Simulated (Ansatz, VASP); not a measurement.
# Two plane-wave programs on NaF

```
Na F
1.0
     0.00000    2.32000    2.32000
     2.32000    0.00000    2.32000
     2.32000    2.32000    0.00000
Na F
1 1
Cartesian
  0.0000 0.0000 0.0000
  2.3200 2.3200 2.3200
```

Alike in both runs: functional PBE; k mesh 6 × 6 × 6; occupations fermi-dirac, width 0.05 eV; no spin polarisation.

```csv
,VASP,Ansatz
version,VASP 6.6.1,Ansatz 0.2.0
potentials or method,"VASP PAW PBE potentials, release 64 (Na_pv, F)",Ansatz PAW
plane-wave cutoff (eV),520,420
valence electrons in the cell,14,16
task,single point,projected density of states
```

```csv
,VASP,Ansatz,Ansatz less VASP
gap on the k mesh at the Fermi level (eV),6.28,6.29,+0.017
least direct gap on the mesh (eV),6.28,6.29,+0.017
pressure (GPa),1.8,1.9,+0.13
```

VASP's potentials hold 14 valence electrons a cell and Ansatz's 16, so a difference there can come from the potentials and not from the codes.
